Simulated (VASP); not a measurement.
# C (Im-3m) in VASP: a series of runs

The runs below take C through single point, with LDA.

All numbers are computed with VASP 6.6.1; they aren't measurements. Logs are shortened: lines on timing, memory, paths and dates and some standing lists are left out, and cuts for length are marked.

**1. The cell of the first run**

The structure is cubic, space group Im-3m (No. 229). The conventional cell has a = 1.920 Å, b = 1.920 Å, c = 1.920 Å, α = 90.00°, β = 90.00°, γ = 90.00°. C (site symmetry m-3m) has 14 C at 1.66 to 1.92 Å within 2.2 Å.

**2. Single point, LDA**

Contents of INCAR:

```
  ALGO = Normal
  EDIFF = 1E-6
  ENCUT = 520
  GGA = CA
  ISIF = 2
  ISMEAR = -1
  LASPH = T
  LCHARG = T
  LELF = T
  LREAL = F
  LVHAR = T
  LWAVE = F
  NBANDS = 8
  NELM = 80
  PREC = Accurate
  SIGMA = 0.1
```

Contents of KPOINTS:

```
k-points
0
Gamma
  28 28 28
```

Contents of POSCAR:

```
C
1.0
   -0.9600351080      0.9600351080      0.9600351080
    0.9600351080     -0.9600351080      0.9600351080
    0.9600351080      0.9600351080     -0.9600351080
C
1
Direct
    0.0000000000      0.0000000000      0.0000000000
```

Potentials or basis: VASP PAW LDA potentials, release 64 (C).

On the command line:

```bash
cat potpaw_LDA.64/C/POTCAR > POTCAR
mpirun -np 1 vasp_std > vasp.out
```

OUTCAR:

```text
EDIFF = 1E-6
   ENCUT = 520
   GGA = CA
   ISIF = 2
   ISMEAR = -1
   LASPH = T
   LREAL = F
   NELM = 80
   PREC = Accurate

 ion  position               nearest neighbor table
   1  0.000  0.000  0.000-

  LATTYP: Found a body centered cubic cell.
 ALAT       =     1.9200702160

  Lattice vectors:

 A1 = (  -0.9600351080,   0.9600351080,   0.9600351080)
 A2 = (   0.9600351080,  -0.9600351080,   0.9600351080)
 A3 = (   0.9600351080,   0.9600351080,  -0.9600351080)

Analysis of symmetry for initial positions (statically):
=====================================================================
 Subroutine PRICEL returns:
 Original cell was already a primitive cell.

 Routine SETGRP: Setting up the symmetry group for a
 body centered cubic supercell.

 Subroutine GETGRP returns: Found 48 space group operations
 (whereof 48 operations were pure point group operations)
 out of a pool of 48 trial point group operations.

The static configuration has the point symmetry O_h .

Analysis of symmetry for dynamics (positions and initial velocities):
=====================================================================
 Subroutine PRICEL returns:
 Original cell was already a primitive cell.

 Routine SETGRP: Setting up the symmetry group for a
 body centered cubic supercell.

 Subroutine GETGRP returns: Found 48 space group operations
 (whereof 48 operations were pure point group operations)
 out of a pool of 48 trial point group operations.

The dynamic configuration has the point symmetry O_h .

 Subroutine INISYM returns: Found 48 space group operations
 (whereof 48 operations are pure point group operations),
 and found     1 'primitive' translations

----------------------------------------------------------------------------------------

                                     Primitive cell

  volume of cell :       3.5393

  direct lattice vectors                    reciprocal lattice vectors
    -0.960035108  0.960035108  0.960035108     0.000000000  0.520814287  0.520814287
     0.960035108 -0.960035108  0.960035108     0.520814287  0.000000000  0.520814287
     0.960035108  0.960035108 -0.960035108     0.520814287  0.520814287  0.000000000

  length of vectors
     1.662829584  1.662829584  1.662829584     0.736542628  0.736542628  0.736542628

  position of ions in fractional coordinates (direct lattice)
     0.000000000  0.000000000  0.000000000

  ion indices of the primitive-cell ions
   primitive index   ion index
                 1           1

----------------------------------------------------------------------------------------

 KPOINTS: k-points

Automatic generation of k-mesh.
 Grid dimensions read from file:
 generate k-points for:   28   28   28

 Generating k-lattice:

  Cartesian coordinates                     Fractional coordinates (reciprocal lattice)
     0.000000000  0.018600510  0.018600510     0.035714286  0.000000000  0.000000000
     0.018600510  0.000000000  0.018600510     0.000000000  0.035714286  0.000000000
     0.018600510  0.018600510  0.000000000     0.000000000  0.000000000  0.035714286

  Length of vectors
     0.026305094  0.026305094  0.026305094

  Shift w.r.t. Gamma in fractional coordinates (k-lattice)
     0.000000000  0.000000000  0.000000000

 Subroutine IBZKPT returns following result:
 ===========================================

 Found    624 irreducible k-points:

 Following reciprocal coordinates:
            Coordinates               Weight
  0.000000  0.000000  0.000000      1.000000
  0.035714  0.000000  0.000000     12.000000
  0.071429  0.000000  0.000000     12.000000
  0.107143  0.000000  0.000000     12.000000
  0.142857  0.000000  0.000000     12.000000
  0.178571  0.000000  0.000000     12.000000
[... 16 lines left out ...]
  0.285714  0.035714  0.000000     48.000000
  0.321429  0.035714  0.000000     48.000000
 [... further k-points ...]
   k-points           NKPTS =    624   k-points in BZ     NKDIM =    624   number of bands    NBANDS=      8
   number of dos      NEDOS =    301   number of ions     NIONS =      1
   total plane-waves  NPLWV =   1728
   dimension x,y,z NGX =    12 NGY =   12 NGZ =   12
   dimension x,y,z NGXF=    24 NGYF=   24 NGZF=   24
   ions per type =               1
   NGX,Y,Z   is equivalent  to a cutoff of  12.00, 12.00, 12.00 a.u.
   NGXF,Y,Z  is equivalent  to a cutoff of  23.99, 23.99, 23.99 a.u.
 SYSTEM =  unknown system
   PREC   = accura    normal or accurate (medium, high low for compatibility)
   ISTART =      0    job   : 0-new  1-cont  2-samecut
   ICHARG =      2    charge: 1-file 2-atom 10-const
   ISPIN  =      1    spin polarized calculation?
   LNONCOLLINEAR =      F non collinear calculations
   LSORBIT =      F    spin-orbit coupling
   LASPH  =      T    aspherical Exc in radial PAW
   ENCUT  =  520.0 eV  38.22 Ry    6.18 a.u.   3.09  3.09  3.09*2*pi/ulx,y,z
   NELM   =     80;   NELMIN=  2; NELMDL= -5     # of ELM steps
   EDIFF  = 0.1E-05   stopping-criterion for ELM
   LREAL  =      F    real-space projection
   EDIFFG = 0.1E-04   stopping-criterion for IOM
   NSW    =      0    number of steps for IOM
   IBRION =     -1    ionic relax: 0-MD 1-quasi-New 2-CG
   NFREE  =      0    steps in history (QN), initial steepest desc. (CG)
   ISIF   =      2    stress and relaxation
   ISYM   =      2    0-nonsym 1-usesym 2-fastsym
   POTIM  = 0.5000    time-step for ionic-motion
   TEBEG  =    0.0;   TEEND  =   0.0 temperature during run
   PSTRESS=    0.0 pullay stress
   NELECT =       4.0000    total number of electrons
   NUPDOWN=      -1.0000    fix difference up-down
   EMIN   =  10.00;   EMAX   =-10.00  energy-range for DOS
   EFERMI =   0.00;   METHOD = LEGACY
   ISMEAR =    -1;   SIGMA  =   0.10  broadening in eV -4-tet -1-fermi 0-gaus
   EFERMI_NEDOS =   21; number of points for ismear=-14 and -15
   IALGO  =     38    algorithm
   IMIX   =      4    mixing-type and parameters
     AMIX     =   0.40;   BMIX     =  1.00
     AMIX_MAG =   1.60;   BMIX_MAG =  1.00
  volume/ion in A,a.u.               =       3.54        23.88
  Fermi-wavevector in a.u.,A,eV,Ry     =   1.705249  3.222453 39.564014  2.907873
  Thomas-Fermi vector in A             =   2.784503
   LORBIT       =      0    0 simple, 1 ext, 2 COOP (PROOUT), +10 PAW based schemes
   GGA     = CA    functional components
   LHFCALC =     F    Hartree Fock is set to
   AEXX    =    0.0000 exact exchange contribution
   IVDW    =     0    specifies the selected vdW correction
   LEPSILON=     F    determine dielectric tensor
   LRPA    =     F    only Hartree local field effects (RPA)
 non-spin polarized calculation
  energy-cutoff  :      520.00
  volume of cell :        3.54
 maximum number of plane-waves:       104
   NGX =  7   NGY =  7   NGZ =  7

 number of electron       4.0000001 magnetization

 Free energy of the ion-electron system (eV)
  ---------------------------------------------------
  ext. energy  EPLUGINS =         0.00000000
  ---------------------------------------------------
  free energy    TOTEN  =        -3.63365915 eV

  energy without entropy =       -3.62626878  energy(sigma->0) =       -3.62996397

 E-fermi :  20.2325     XC(G=0): -16.4268

 val. band max:       20.2231842134   @ k =  -0.3571   0.4286   0.2143
 cond. band min:      20.2447897973   @ k =   0.2143   0.2143   0.2143
 fundamental gap:      0.0216055839
 Fermi energy:        20.2325239971

 k-point     1 :       0.0000    0.0000    0.0000
  band No.  band energies     occupation
      1     -10.3578      2.00000
      2      36.5133      0.00000
      3      36.5133      0.00000
      4      36.5133      0.00000
      5      65.6811      0.00000
      6      65.6811      0.00000
      7      65.6811      0.00000
      8      71.3931      0.00000

 k-point     2 :       0.0357    0.0000    0.0000
  band No.  band energies     occupation
      1     -10.2755      2.00000
      2      36.2806      0.00000
      3      36.3311      0.00000
      4      36.4711      0.00000
      5      64.8506      0.00000
      6      64.9268      0.00000
      7      66.0586      0.00000
      8      69.5831      0.00000

 k-point     3 :       0.0714    0.0000    0.0000
  band No.  band energies     occupation
      1     -10.0286      2.00000
      2      35.5753      0.00000
      3      35.8148      0.00000
      4      36.3461      0.00000
      5      62.6258      0.00000
      6      63.0607      0.00000
      7      67.1609      0.00000
      8      69.0024      0.00000

 k-point     4 :       0.1071    0.0000    0.0000
  band No.  band energies     occupation
      1      -9.6173      2.00000
      2      34.3869      0.00000
      3      35.0416      0.00000
      4      36.1424      0.00000
      5      59.9857      0.00000
      6      61.0457      0.00000
      7      68.0304      0.00000
      8      68.9123      0.00000

 k-point     5 :       0.1429    0.0000    0.0000
  band No.  band energies     occupation
      1      -9.0428      2.00000
      2      32.7085      0.00000
      3      34.1008      0.00000
      4      35.8676      0.00000
      5      57.7222      0.00000
      6      59.0690      0.00000
      7      67.2908      0.00000
      8      70.5784      0.00000
[... 177 lines left out ...]
 k-point    22 :       0.2500    0.0357    0.0000
  band No.  band energies     occupation
      1      -5.6954      2.00000
      2      24.1762      0.00000
      3      30.4004      0.00000
      4      34.3177      0.00000
      5      53.5756      0.00000
      6      53.6975      0.00000
      7      67.3492      0.00000
      8      76.5982      0.00000

 k-point    23 :       0.2857    0.0357    0.0000
  band No.  band energies     occupation
      1      -4.4047      2.00000
      2      21.3939      0.00002
      3      29.5390      0.00000
      4      33.9041      0.00000
      5      52.4336      0.00000
      6      53.3762      0.00000
      7      68.0310      0.00000
      8      77.9727      0.00000

 k-point    24 :       0.3214    0.0357    0.0000
  band No.  band energies     occupation
      1      -2.9712      2.00000
      2      18.6301      2.00000
      3      28.7982      0.00000
      4      33.5251      0.00000
      5      51.4752      0.00000
      6      53.2558      0.00000
      7      68.9341      0.00000
      8      77.6958      0.00000

 [... further k-points ...]
[... 5 lines left out ...]
  --------------------------------------------------------------------------------------
  -------------------------------------------------------------------------------------
  Total        8.6653253      8.6653253      8.6653253      0.0000000      0.0000000      0.0000000
  in kB     3922.6008418   3922.6008418   3922.6008418      0.0000000      0.0000000      0.0000000
  external PRESSURE =    3922.6008418 kB  Pullay stress =       0.0000000 kB

 VOLUME and BASIS-vectors are now :
 -----------------------------------------------------------------------------
  energy-cutoff  :      520.00
  volume of cell :        3.54
      direct lattice vectors                 reciprocal lattice vectors
    -0.960035108  0.960035108  0.960035108     0.000000000  0.520814287  0.520814287
     0.960035108 -0.960035108  0.960035108     0.520814287  0.000000000  0.520814287
     0.960035108  0.960035108 -0.960035108     0.520814287  0.520814287  0.000000000

 POSITION                                       TOTAL-FORCE (eV/Angst)
 -----------------------------------------------------------------------------------
      0.00000      0.00000      0.00000         0.000000      0.000000      0.000000
 -----------------------------------------------------------------------------------
    total drift:                               -0.000000      0.000000      0.000000

  FREE ENERGIE OF THE ION-ELECTRON SYSTEM (eV)
  ---------------------------------------------------
  free  energy   TOTEN  =        -3.6336591481 eV

  energy  without entropy=       -3.6262687849  energy(sigma->0) =       -3.62996397
```

Run time: 11 s. Hardware: 1 thread of Intel Xeon 8259CL, shared host; peak memory 0.11 GiB.

What came out:

```
Free energy            : -3.6337 eV
Pressure               : 392.3 GPa
Band gap on the k mesh : zero (band 2 reaches 36.51 eV, above the bottom of band 3 at 12.51 eV)
```

Levels at points of the mesh, in eV from the Fermi level:
```
           k point  band 1  band 2  band 3  band 4  band 5
(0.00, 0.00, 0.00)  -30.59   16.28   16.28   16.28   45.45
(0.50, 0.00, 0.00)  -17.15  -10.67    7.19   12.74   28.84
(0.50, 0.50, 0.50)   -4.02   -4.02   -4.02   11.18   11.71
```

**3. Single point, LDA**

Contents of INCAR:

```
SYSTEM = C
PREC = Accurate ; ENCUT = 520
EDIFF = 1E-6 ; ISMEAR = -1
SIGMA = 0.1 ; LREAL = .FALSE.
LASPH = .TRUE. ; NELM = 60
ALGO = Normal ; ISIF = 2
LWAVE = .FALSE. ; LCHARG = .FALSE.
GGA = CA ; NBANDS = 8
```

Contents of KPOINTS:

```
regular mesh
0
G
  28 28 28
  0 0 0
```

POSCAR is that of step 2.

Potentials or basis: VASP PAW LDA potentials, release 64 (C).

On the command line:

```bash
cat potpaw_LDA.64/C/POTCAR > POTCAR
mpirun -np 1 vasp_std > vasp.out
```

It took 7.5 s on 1 thread of Intel Xeon 8259CL, shared host; peak memory 0.11 GiB.

The run converged. Its results:

* Free energy: -3.6337 eV
* Pressure: 392.3 GPa
* Band gap on the k mesh: zero (band 2 reaches 36.51 eV, above the bottom of band 3 at 12.51 eV)

Levels at points of the mesh, in eV from the Fermi level:
```
           k point  band 1  band 2  band 3  band 4  band 5  band 6
(0.00, 0.00, 0.00)  -30.59   16.28   16.28   16.28   45.45   45.45
(0.50, 0.00, 0.00)  -17.15  -10.67    7.19   12.74   28.84   33.10
(0.50, 0.50, 0.50)   -4.02   -4.02   -4.02   11.18   11.71   11.71
```
